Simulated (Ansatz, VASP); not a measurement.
# GaAs: VASP beside Ansatz

```
CELL_PARAMETERS angstrom
0.00000 5.60338 -5.60338
5.60338 5.60338 0.00000
5.60338 0.00000 -5.60338
ATOMIC_POSITIONS crystal
Ga 0.50000 0.00000 0.50000
Ga 0.50000 0.50000 0.50000
Ga 0.00000 0.00000 0.50000
Ga 0.00000 0.50000 0.50000
Ga 0.50000 0.00000 0.00000
Ga 0.50000 0.50000 0.00000
Ga 0.00000 0.00000 0.00000
Ga 0.00000 0.50000 0.00000
As 0.12500 0.12500 0.12500
As 0.12500 0.62500 0.12500
As 0.62500 0.12500 0.12500
As 0.62500 0.62500 0.12500
As 0.12500 0.12500 0.62500
As 0.12500 0.62500 0.62500
As 0.62500 0.12500 0.62500
As 0.62500 0.62500 0.62500
```

Alike in both runs: task single point; functional LDA; k mesh 3 × 3 × 3; occupations gaussian, width 0.02 eV; no spin polarisation.

|  | VASP | Ansatz |
| --- | --- | --- |
| version | VASP 6.6.1 | Ansatz 0.2.0 |
| potentials or method | VASP PAW LDA potentials, release 64 (Ga_d, As), cutoff 520 eV | scalar-relativistic, plane waves, PAW |
| valence electrons in the cell | 144 | 224 |

|  | VASP | Ansatz | Ansatz less VASP |
| --- | --- | --- | --- |
| gap on the k mesh at the Fermi level (eV) | 0.53 | 0.48 | -0.049 |
| least direct gap on the mesh (eV) | 0.53 | 0.48 | -0.049 |
| pressure (GPa) | 0.2 | 0.0 | -0.29 |

LDA's correlation is that of Perdew and Zunger in VASP and of Perdew and Wang (1992) in Ansatz. VASP's potentials hold 144 valence electrons a cell and Ansatz's 224, so a difference there can come from the potentials and not from the codes.
